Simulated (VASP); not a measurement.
The system is Ge2Te3O.

```
CELL_PARAMETERS angstrom
3.12552 1.80452 4.41548
-3.12552 1.80452 4.41548
0.00000 -3.60904 4.41548
ATOMIC_POSITIONS crystal
Ge 0.62934 0.62934 0.62934
Ge 0.37066 0.37066 0.37066
Te 0.00000 0.00000 0.50000
Te 0.00000 0.50000 0.00000
Te 0.50000 0.00000 0.00000
O 0.00000 0.00000 0.00000
```

The cell was built from a structure type or drawn by symmetry, and may not be a known phase.

- Program: VASP 6.6.1
- Task: relaxation of cell and atoms
- Functional: PBE
- Potentials or basis: VASP PAW PBE potentials, release 64 (Ge_d, Te, O)
- Cutoff: 600 eV
- k mesh: 6 × 6 × 6
- Occupations: gaussian, width 0.1 eV
- Spin: no spin polarisation

At the start: pressure -4.0 GPa; volume 24.90 Å³/atom.

Where does the relaxation end?

Over 15 steps the energy falls by 304.4 meV/atom and the volume is 23.50 Å³/atom (-5.6 %); space group R-3m (No. 166, to 0.1 Å) before and after.

Step by step:
| step | energy change (eV) | largest force (eV/Å) | pressure (GPa) | volume (Å³) |
| --- | --- | --- | --- | --- |
| 1 | 0.0000 | 0.1905 | -3.99 | 149.42 |
| 2 | -0.8020 | 0.0859 | -0.15 | 136.06 |
| 3 | -1.0690 | 0.4163 | 3.75 | 128.17 |
| 4 | -0.4612 | 1.1902 | 18.59 | 112.51 |
| 5 | -1.0973 | 0.5181 | 5.21 | 125.88 |
| 6 | -1.5303 | 0.2665 | 4.39 | 128.24 |
| 7 | -1.6754 | 0.0585 | 4.73 | 129.76 |
| 8 | -1.6673 | 0.2207 | 4.92 | 130.03 |
| 9 | -1.8007 | 0.4172 | -1.14 | 142.49 |
| 10 | -1.8096 | 0.3787 | -0.06 | 139.81 |
| 11 | -1.8195 | 0.2182 | -0.01 | 139.95 |
| 12 | -1.8246 | 0.0065 | 0.09 | 140.15 |
| 13 | -1.8254 | 0.0073 | 0.03 | 140.48 |
| 14 | -1.8259 | 0.0095 | -0.18 | 141.24 |
| 15 | -1.8262 | 0.0084 | -0.02 | 140.99 |

Final structure:
```cif
data_structure
_symmetry_space_group_name_H-M 'P 1'
_symmetry_Int_Tables_number 1
_cell_length_a 5.2356
_cell_length_b 5.2356
_cell_length_c 5.2356
_cell_angle_alpha 83.560
_cell_angle_beta 83.560
_cell_angle_gamma 83.560
_cell_volume 140.99
loop_
_atom_site_label
_atom_site_type_symbol
_atom_site_fract_x
_atom_site_fract_y
_atom_site_fract_z
_atom_site_occupancy
Ge1 Ge 0.63330 0.63330 0.63330 1
Ge2 Ge 0.36670 0.36670 0.36670 1
Te1 Te 0.00000 0.00000 0.50000 1
Te2 Te 0.00000 0.50000 0.00000 1
Te3 Te 0.50000 0.00000 0.00000 1
O1 O 0.00000 0.00000 0.00000 1
```
